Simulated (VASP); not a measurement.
# HgTe (F-43m) in VASP: notebook

Runs on HgTe. Level: LDA. Tasks: relaxation of cell and atoms, single point.

Everything below comes from runs of VASP 6.6.1. Logs are shortened: lines on timing, memory, paths and dates and some standing lists are left out, and cuts for length are marked.

## (1) The cell of the first run

It takes space group F-43m (No. 216, cubic). The conventional cell has a = 6.435 Å, b = 6.435 Å, c = 6.435 Å, α = 90.00°, β = 90.00°, γ = 90.00°. Hg (site symmetry -43m) has 4 Te at 2.79 Å within 3.7 Å. Within 3.7 Å of Te (site symmetry -43m) lie 4 Hg at 2.79 Å.

## (2) Relaxation of cell and atoms, LDA

Contents of INCAR:

```
SYSTEM = HgTe
PREC = Accurate
ENCUT = 600
EDIFF = 1E-7
ISMEAR = -1
SIGMA = 0.15
LREAL = .False.
LASPH = .True.
NELM = 80
ALGO = Normal
ISIF = 3
LWAVE = .False.
LCHARG = .False.
IBRION = 2
NSW = 80
EDIFFG = -0.001
```

Contents of KPOINTS:

```
Automatic mesh
0
Gamma
  12 12 12
  0 0 0
```

Contents of POSCAR:

```
HgTe
1.0
    0.0000000000      3.2173559202      3.2173559202
    3.2173559202      0.0000000000      3.2173559202
    3.2173559202      3.2173559202      0.0000000000
Hg Te
1 1
Direct
    0.0000000000      0.0000000000      0.0000000000
    0.7500000000      0.7500000000      0.7500000000
```

Potentials or basis: VASP PAW LDA potentials, release 64 (Hg, Te).

The run is started by

```
> cat potpaw_LDA.64/Hg/POTCAR potpaw_LDA.64/Te/POTCAR > POTCAR
> mpirun -np 1 vasp_std > vasp.out
```

OUTCAR:

```text
SYSTEM = HgTe
   PREC = Accurate
   ENCUT = 600
   EDIFF = 1E-7
   ISMEAR = -1
   LREAL = .False.
   LASPH = .True.
   NELM = 80
   ISIF = 3
   IBRION = 2
   NSW = 80
   EDIFFG = -0.001

 ion  position               nearest neighbor table
   1  0.000  0.000  0.000-   2 2.79   2 2.79   2 2.79   2 2.79
   2  0.750  0.750  0.750-   1 2.79   1 2.79   1 2.79   1 2.79

  LATTYP: Found a face centered cubic cell.
 ALAT       =     6.4347118404

  Lattice vectors:

 A1 = (   0.0000000000,   3.2173559202,   3.2173559202)
 A2 = (   3.2173559202,   0.0000000000,   3.2173559202)
 A3 = (   3.2173559202,   3.2173559202,   0.0000000000)

Analysis of symmetry for initial positions (statically):
=====================================================================
 Subroutine PRICEL returns:
 Original cell was already a primitive cell.

 Routine SETGRP: Setting up the symmetry group for a
 face centered cubic supercell.

 Subroutine GETGRP returns: Found 24 space group operations
 (whereof 24 operations were pure point group operations)
 out of a pool of 48 trial point group operations.

The static configuration has the point symmetry T_d .

Analysis of symmetry for dynamics (positions and initial velocities):
=====================================================================
 Subroutine PRICEL returns:
 Original cell was already a primitive cell.

 Routine SETGRP: Setting up the symmetry group for a
 face centered cubic supercell.

 Subroutine GETGRP returns: Found 24 space group operations
 (whereof 24 operations were pure point group operations)
 out of a pool of 48 trial point group operations.

The dynamic configuration has the point symmetry T_d .

 Subroutine INISYM returns: Found 24 space group operations
 (whereof 24 operations are pure point group operations),
 and found     1 'primitive' translations

----------------------------------------------------------------------------------------

                                     Primitive cell

  volume of cell :      66.6081

  direct lattice vectors                    reciprocal lattice vectors
     0.000000000  3.217355920  3.217355920    -0.155407115  0.155407115  0.155407115
     3.217355920  0.000000000  3.217355920     0.155407115 -0.155407115  0.155407115
     3.217355920  3.217355920  0.000000000     0.155407115  0.155407115 -0.155407115

  length of vectors
     4.550028377  4.550028377  4.550028377     0.269173018  0.269173018  0.269173018

  position of ions in fractional coordinates (direct lattice)
     0.000000000  0.000000000  0.000000000
     0.750000000  0.750000000  0.750000000

  ion indices of the primitive-cell ions
   primitive index   ion index
                 1           1
                 2           2

----------------------------------------------------------------------------------------

 KPOINTS: Automatic mesh

Automatic generation of k-mesh.
 Grid dimensions read from file:
 generate k-points for:   12   12   12

 Generating k-lattice:

  Cartesian coordinates                     Fractional coordinates (reciprocal lattice)
    -0.012950593  0.012950593  0.012950593     0.083333333  0.000000000  0.000000000
     0.012950593 -0.012950593  0.012950593     0.000000000  0.083333333  0.000000000
     0.012950593  0.012950593 -0.012950593     0.000000000  0.000000000  0.083333333

  Length of vectors
     0.022431085  0.022431085  0.022431085

  Shift w.r.t. Gamma in fractional coordinates (k-lattice)
     0.000000000  0.000000000  0.000000000

 Subroutine IBZKPT returns following result:
 ===========================================

 Found     72 irreducible k-points:

 Following reciprocal coordinates:
            Coordinates               Weight
  0.000000  0.000000  0.000000      1.000000
  0.083333  0.000000  0.000000      8.000000
  0.166667  0.000000  0.000000      8.000000
  0.250000  0.000000  0.000000      8.000000
  0.333333  0.000000  0.000000      8.000000
  0.416667  0.000000  0.000000      8.000000
[... 16 lines left out ...]
  0.500000  0.166667  0.000000     24.000000
 -0.416667  0.166667  0.000000     24.000000
 [... further k-points ...]
   k-points           NKPTS =     72   k-points in BZ     NKDIM =     72   number of bands    NBANDS=     13
   number of dos      NEDOS =    301   number of ions     NIONS =      2
   total plane-waves  NPLWV =  46656
   dimension x,y,z NGX =    36 NGY =   36 NGZ =   36
   dimension x,y,z NGXF=    72 NGYF=   72 NGZF=   72
   ions per type =               1   1
   NGX,Y,Z   is equivalent  to a cutoff of  13.15, 13.15, 13.15 a.u.
   NGXF,Y,Z  is equivalent  to a cutoff of  26.31, 26.31, 26.31 a.u.
 SYSTEM =  HgTe
   PREC   = accura    normal or accurate (medium, high low for compatibility)
   ISTART =      0    job   : 0-new  1-cont  2-samecut
   ICHARG =      2    charge: 1-file 2-atom 10-const
   ISPIN  =      1    spin polarized calculation?
   LNONCOLLINEAR =      F non collinear calculations
   LSORBIT =      F    spin-orbit coupling
   LASPH  =      T    aspherical Exc in radial PAW
   ENCUT  =  600.0 eV  44.10 Ry    6.64 a.u.   9.09  9.09  9.09*2*pi/ulx,y,z
   NELM   =     80;   NELMIN=  2; NELMDL= -5     # of ELM steps
   EDIFF  = 0.1E-06   stopping-criterion for ELM
   LREAL  =      F    real-space projection
   EDIFFG = -.1E-02   stopping-criterion for IOM
   NSW    =     80    number of steps for IOM
   IBRION =      2    ionic relax: 0-MD 1-quasi-New 2-CG
   NFREE  =      1    steps in history (QN), initial steepest desc. (CG)
   ISIF   =      3    stress and relaxation
   ISYM   =      2    0-nonsym 1-usesym 2-fastsym
   POTIM  = 0.5000    time-step for ionic-motion
   TEBEG  =    0.0;   TEEND  =   0.0 temperature during run
   PSTRESS=    0.0 pullay stress
   NELECT =      18.0000    total number of electrons
   NUPDOWN=      -1.0000    fix difference up-down
   EMIN   =  10.00;   EMAX   =-10.00  energy-range for DOS
   EFERMI =   0.00;   METHOD = LEGACY
   ISMEAR =    -1;   SIGMA  =   0.15  broadening in eV -4-tet -1-fermi 0-gaus
   EFERMI_NEDOS =   21; number of points for ismear=-14 and -15
   IALGO  =     38    algorithm
   IMIX   =      4    mixing-type and parameters
     AMIX     =   0.40;   BMIX     =  1.00
     AMIX_MAG =   1.60;   BMIX_MAG =  1.00
  volume/ion in A,a.u.               =      33.30       224.75
  Fermi-wavevector in a.u.,A,eV,Ry     =   1.058416  2.000117 15.241862  1.120245
  Thomas-Fermi vector in A             =   2.193725
   LORBIT       =      0    0 simple, 1 ext, 2 COOP (PROOUT), +10 PAW based schemes
   GGA     = CA    functional components
   LHFCALC =     F    Hartree Fock is set to
   AEXX    =    0.0000 exact exchange contribution
   IVDW    =     0    specifies the selected vdW correction
   LEPSILON=     F    determine dielectric tensor
   LRPA    =     F    only Hartree local field effects (RPA)
 conjugate gradient relaxation of ions
 non-spin polarized calculation
  energy-cutoff  :      600.00
  volume of cell :       66.61
 maximum number of plane-waves:      2252
   NGX = 19   NGY = 19   NGZ = 19

--------------------------------------- Ionic step        1  -------------------------------------------

 number of electron      18.0000000 magnetization

 Free energy of the ion-electron system (eV)
  ---------------------------------------------------
  ext. energy  EPLUGINS =         0.00000000
  ---------------------------------------------------
  free energy    TOTEN  =        -5.04069769 eV

  energy without entropy =       -5.03309701  energy(sigma->0) =       -5.03689735

------------------------ aborting loop because EDIFF is reached ----------------------------------------

  FORCE on cell =-STRESS in cart. coord.  units (eV):
  Direction    XX          YY          ZZ          XY          YZ          ZX
  --------------------------------------------------------------------------------------
  -------------------------------------------------------------------------------------
  Total        0.1284434      0.1284434      0.1284434     -0.0000000     -0.0000000      0.0000000
  in kB        3.0895478      3.0895478      3.0895478     -0.0000000     -0.0000000      0.0000000
  external PRESSURE =       3.0895478 kB  Pullay stress =       0.0000000 kB

 VOLUME and BASIS-vectors are now :
 -----------------------------------------------------------------------------
  energy-cutoff  :      600.00
  volume of cell :       66.61
      direct lattice vectors                 reciprocal lattice vectors
     0.000000000  3.217355920  3.217355920    -0.155407115  0.155407115  0.155407115
     3.217355920  0.000000000  3.217355920     0.155407115 -0.155407115  0.155407115
     3.217355920  3.217355920  0.000000000     0.155407115  0.155407115 -0.155407115
[... 181 lines left out ...]
 POSITION                                       TOTAL-FORCE (eV/Angst)
 -----------------------------------------------------------------------------------
      0.00000      0.00000      0.00000        -0.000000     -0.000000     -0.000000
      4.83652      4.83652      4.83652         0.000000      0.000000      0.000000
 -----------------------------------------------------------------------------------
    total drift:                                0.000000      0.000000      0.000000

  FREE ENERGIE OF THE ION-ELECTRON SYSTEM (eV)
  ---------------------------------------------------
  free  energy   TOTEN  =        -5.0411297808 eV

  energy  without entropy=       -5.0333509124  energy(sigma->0) =       -5.03724035

--------------------------------------- Ionic step        7  -------------------------------------------

 number of electron      18.0000001 magnetization

 Free energy of the ion-electron system (eV)
  ---------------------------------------------------
  ext. energy  EPLUGINS =         0.00000000
  ---------------------------------------------------
  free energy    TOTEN  =        -5.04112979 eV

  energy without entropy =       -5.03335082  energy(sigma->0) =       -5.03724030

 E-fermi :   3.2177     XC(G=0):  -9.1314

 val. band max:        2.9768008384   @ k =   0.0000   0.0000   0.0000
 cond. band min:       3.3727195570   @ k =   0.0833   0.0000   0.0000
 fundamental gap:      0.3959187186
 Fermi energy:         3.2176726867

 k-point     1 :       0.0000    0.0000    0.0000
  band No.  band energies     occupation
      1      -9.1155      2.00000
      2      -4.4384      2.00000
      3      -4.4384      2.00000
      4      -4.4384      2.00000
      5      -3.8965      2.00000
      6      -3.8965      2.00000
      7       2.1275      1.99861
      8       2.9768      1.66566
      9       2.9768      1.66566
     10       2.9768      1.66566
     11       7.1233      0.00000
     12       7.1233      0.00000
     13       7.1233      0.00000

 k-point     2 :       0.0833    0.0000    0.0000
  band No.  band energies     occupation
      1      -9.0799      2.00000
      2      -4.4283      2.00000
      3      -4.4283      2.00000
      4      -4.4273      2.00000
      5      -3.8977      2.00000
      6      -3.8977      2.00000
      7       1.5262      1.99997
      8       2.8922      1.79505
      9       2.8922      1.79505
     10       3.3727      0.52476
     11       7.0127      0.00000
[... 339 lines left out ...]
 k-point    24 :      -0.4167    0.1667    0.0000
  band No.  band energies     occupation
      1      -8.4735      2.00000
      2      -4.2911      2.00000
      3      -4.2654      2.00000
      4      -3.9165      2.00000
      5      -3.8863      2.00000
      6      -3.5760      2.00000
      7      -2.4603      2.00000
      8       0.7655      2.00000
      9       1.7191      1.99991
     10       4.7222      0.00009
     11       7.4112      0.00000
     12       8.4961      0.00000
     13       9.5656      0.00000

 [... further k-points ...]

------------------------ aborting loop because EDIFF is reached ----------------------------------------

  FORCE on cell =-STRESS in cart. coord.  units (eV):
  Direction    XX          YY          ZZ          XY          YZ          ZX
  --------------------------------------------------------------------------------------
  -------------------------------------------------------------------------------------
  Total        0.0019020      0.0019020      0.0019020     -0.0000000      0.0000000      0.0000000
  in kB        0.0454537      0.0454537      0.0454537     -0.0000000      0.0000000      0.0000000
  external PRESSURE =       0.0454537 kB  Pullay stress =       0.0000000 kB

 VOLUME and BASIS-vectors are now :
 -----------------------------------------------------------------------------
  energy-cutoff  :      600.00
  volume of cell :       67.04
      direct lattice vectors                 reciprocal lattice vectors
     0.000000000  3.224356799  3.224356799    -0.155069687  0.155069687  0.155069687
     3.224356799 -0.000000000  3.224356799     0.155069687 -0.155069687  0.155069687
     3.224356799  3.224356799  0.000000000     0.155069687  0.155069687 -0.155069687

 POSITION                                       TOTAL-FORCE (eV/Angst)
 -----------------------------------------------------------------------------------
      6.44871      6.44871      6.44871         0.000000      0.000000     -0.000000
      4.83654      4.83654      4.83654        -0.000000     -0.000000      0.000000
 -----------------------------------------------------------------------------------
    total drift:                                0.000000      0.000000      0.000000

  FREE ENERGIE OF THE ION-ELECTRON SYSTEM (eV)
  ---------------------------------------------------
  free  energy   TOTEN  =        -5.0411297865 eV

  energy  without entropy=       -5.0333508202  energy(sigma->0) =       -5.03724030

 reached required accuracy - stopping structural energy minimisation
```

Run time: 4.4 min. Hardware: 1 thread of AMD EPYC 7R43 (Zen 3), shared host; peak memory 0.2 GiB.

What came out:

```
Free energy                           : -5.0411 eV
Relaxed volume                        : 33.52 Å³/atom
Relaxed cell                          : a = 4.560 Å, b = 4.560 Å, c = 4.560 Å, α = 60.00°, β = 60.00°, γ = 60.00°
Space group after relaxing (to 0.1 Å) : F-43m (No. 216)
Energy gained by relaxing             : 0.2 meV/atom
Ionic steps                           : 7
Pressure after relaxing               : 0.0 GPa
Band gap on the k mesh                : zero (filled and empty bands touch)
```

The path:
| step | energy change (eV) | largest force (eV/Å) | pressure (GPa) | volume (Å³) |
| --- | --- | --- | --- | --- |
| 1 | 0.0000 | 0.0000 | 0.31 | 66.61 |
| 2 | -0.0004 | 0.0000 | -0.12 | 67.23 |
| 3 | -0.0004 | 0.0000 | -0.02 | 67.05 |
| 4 | -0.0004 | 0.0000 | 0.02 | 67.02 |
| 5 | -0.0004 | 0.0000 | 0.02 | 67.03 |
| 6 | -0.0004 | 0.0000 | 0.01 | 67.04 |
| 7 | -0.0004 | 0.0000 | 0.00 | 67.04 |

Final structure:
```
CELL_PARAMETERS angstrom
0.00000 3.22436 3.22436
3.22436 0.00000 3.22436
3.22436 3.22436 0.00000
ATOMIC_POSITIONS crystal
Hg 0.00000 0.00000 0.00000
Te 0.75000 0.75000 0.75000
```

Levels at points of the mesh, in eV from the Fermi level:
```tsv
k point	band 7	band 8	band 9	band 10	band 11	band 12
(0.00, 0.00, 0.00)	-1.09	-0.24	-0.24	-0.24	3.91	3.91
(0.50, 0.00, 0.00)	-5.83	-1.25	-1.25	0.36	4.71	4.71
(0.50, 0.50, 0.00)	-5.76	-2.57	-2.57	1.58	2.06	7.81
```

Caveat: semilocal functionals underestimate gaps, so a narrow gap can read as zero; spin-orbit coupling is left out, which moves the levels of the heavy elements.

## (3) Relaxation of cell and atoms, LDA, target pressure 20 GPa, at which the enthalpy is minimised

Contents of INCAR:

```
  PREC = Accurate
  ENCUT = 600
  EDIFF = 1E-6
  ISMEAR = -1
  SIGMA = 0.15
  LREAL = F
  LASPH = T
  NELM = 100
  ALGO = Normal
  ISIF = 3
  LWAVE = F
  LCHARG = F
  GGA = CA
  IBRION = 2
  NSW = 80
  EDIFFG = -0.001
  PSTRESS = 200.0
```

Contents of KPOINTS:

```
regular mesh
0
Gamma
  12 12 12
```

Contents of POSCAR:

```
HgTe
1.0
    0.0000000000      3.2177784191      3.2177784191
    3.2177784191      0.0000000000      3.2177784191
    3.2177784191      3.2177784191      0.0000000000
Hg Te
1 1
Direct
    0.0000000000      0.0000000000      0.0000000000
    0.7500000000      0.7500000000      0.7500000000
```

Potentials or basis: VASP PAW LDA potentials, release 64 (Hg, Te).

The run is started by

```
> cat potpaw_LDA.64/Hg/POTCAR potpaw_LDA.64/Te/POTCAR > POTCAR
> mpirun -np 1 vasp_std > vasp.out
```

Wall time 10 min (1 thread of AMD EPYC 7R43 (Zen 3), shared host); peak memory 0.21 GiB.

Results (log left out):

```
Free energy                                                : -4.3527 eV
Relaxed volume                                             : 26.54 Å³/atom
Relaxed cell                                               : a = 4.219 Å, b = 4.219 Å, c = 4.219 Å, α = 60.00°, β = 60.00°, γ = 60.00°
Space group after relaxing (to 0.1 Å)                      : F-43m (No. 216)
Energy change on relaxing (the run minimises the enthalpy) : +344.0 meV/atom
Ionic steps                                                : 18
Pressure after relaxing                                    : 20.0 GPa
Band gap on the k mesh                                     : zero (filled and empty bands touch)
```

The path:
```csv
step,energy change (eV),largest force (eV/Å),pressure (GPa),volume (Å³)
1,0.0000,0.0000,0.29,66.63
2,8.9324,0.0000,169.20,34.41
3,0.5081,0.0000,16.19,54.68
4,0.6060,0.0000,18.29,53.77
5,0.6900,0.0000,20.03,53.07
6,0.6590,0.0000,19.44,53.32
7,0.6608,0.0000,19.42,53.31
8,0.6660,0.0000,19.54,53.26
9,0.6660,0.0000,19.54,53.26
10,0.6663,0.0000,19.54,53.26
11,0.6667,0.0000,19.54,53.26
12,0.6676,0.0000,19.57,53.25
13,0.6695,0.0000,19.60,53.24
14,0.6732,0.0000,19.66,53.21
15,0.6807,0.0000,19.84,53.14
16,0.6957,0.0000,20.13,53.02
17,0.6888,0.0000,20.01,53.08
18,0.6880,0.0000,20.00,53.09
```

Final structure:
```cif
data_structure
_symmetry_space_group_name_H-M 'P 1'
_symmetry_Int_Tables_number 1
_cell_length_a 4.2185
_cell_length_b 4.2185
_cell_length_c 4.2185
_cell_angle_alpha 60.000
_cell_angle_beta 60.000
_cell_angle_gamma 60.000
_cell_volume 53.09
loop_
_atom_site_label
_atom_site_type_symbol
_atom_site_fract_x
_atom_site_fract_y
_atom_site_fract_z
_atom_site_occupancy
Hg1 Hg 0.00000 0.00000 0.00000 1
Te1 Te 0.75000 0.75000 0.75000 1
```

Levels at points of the mesh, in eV from the Fermi level:
| k point | band 5 | band 6 | band 7 | band 8 | band 9 | band 10 | band 11 | band 12 | band 13 |
| --- | --- | --- | --- | --- | --- | --- | --- | --- | --- |
| (0.00, 0.00, 0.00) | -8.52 | -8.52 | -0.46 | -0.24 | -0.24 | -0.24 | 3.37 | 3.37 | 3.37 |
| (0.50, 0.00, 0.00) | -8.48 | -8.07 | -7.64 | -1.82 | -1.82 | 0.35 | 4.39 | 4.39 | 5.94 |
| (0.50, 0.50, 0.00) | -8.42 | -7.77 | -7.20 | -3.77 | -3.77 | 1.27 | 1.41 | 8.87 | 9.48 |

Caveat: the cell is relaxed towards a set pressure, so the run minimises the enthalpy, not the energy; the volume moved by over 15 % at a fixed basis, so the end points are rough; semilocal functionals underestimate gaps, so a narrow gap can read as zero; spin-orbit coupling is left out, which moves the levels of the heavy elements.

[end of part 1 of 2]
